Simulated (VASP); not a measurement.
MgO2: single point with PBEsol

MgO2:

```xyz
3
Lattice="1.5645 0.9033 3.4369 -1.5645 0.9033 3.4369 0.0000 -1.8066 3.4369" Properties=species:S:1:pos:R:3 pbc="T T T"
Mg    0.0000    0.0000    0.0000
O     0.0000    0.0000    4.4247
O     0.0000    0.0000    5.8860
```

```
Program             : VASP 6.6.1
Task                : single point
Functional          : PBEsol
Potentials or basis : VASP PAW PBE potentials, release 64 (Mg, O)
Cutoff              : 520 eV
k mesh              : 12 × 12 × 12
Occupations         : gaussian, width 0.02 eV
Spin                : no spin polarisation
```

```json
{"Pressure": "4.1 GPa", "Largest force": "0.211 eV/Å", "Band gap on the k mesh": "2.54 eV"}
```

Forces in eV/Å, atoms in the order of the input:
```
Mg   0.000  0.000  0.000
O    0.000  0.000 -0.211
O    0.000  0.000  0.211
```

Stress tensor (GPa, compression positive):
```
3.46 0.00 0.00
0.00 3.46 0.00
0.00 0.00 5.33
```

Levels at points of the mesh, in eV from the valence-band top:
| k point | band 5 | band 6 | band 7 | band 8 | band 9 | band 10 |
| --- | --- | --- | --- | --- | --- | --- |
| (0.00, 0.00, 0.00) | -3.58 | -0.89 | -0.89 | 4.77 | 5.12 | 12.47 |
| (0.50, 0.00, 0.00) | -3.97 | -1.35 | -1.26 | 4.41 | 8.75 | 10.75 |
| (0.50, 0.50, 0.00) | -4.65 | -2.33 | -0.18 | 3.77 | 7.83 | 11.38 |
| (0.50, 0.50, 0.50) | -4.14 | 0.00 | 0.00 | 2.54 | 4.94 | 9.92 |

It took 87 s on 1 thread of Intel(R) Xeon(R) Platinum 8259CL CPU @ 2.50GHz (Skylake/Cascade Lake), on a shared host, peak memory 0.22 GiB.

Caveat: the cell stands under pressure; the PAW data sets were made with another functional, which shifts forces and pressure a little. A k mesh can miss the band edges.
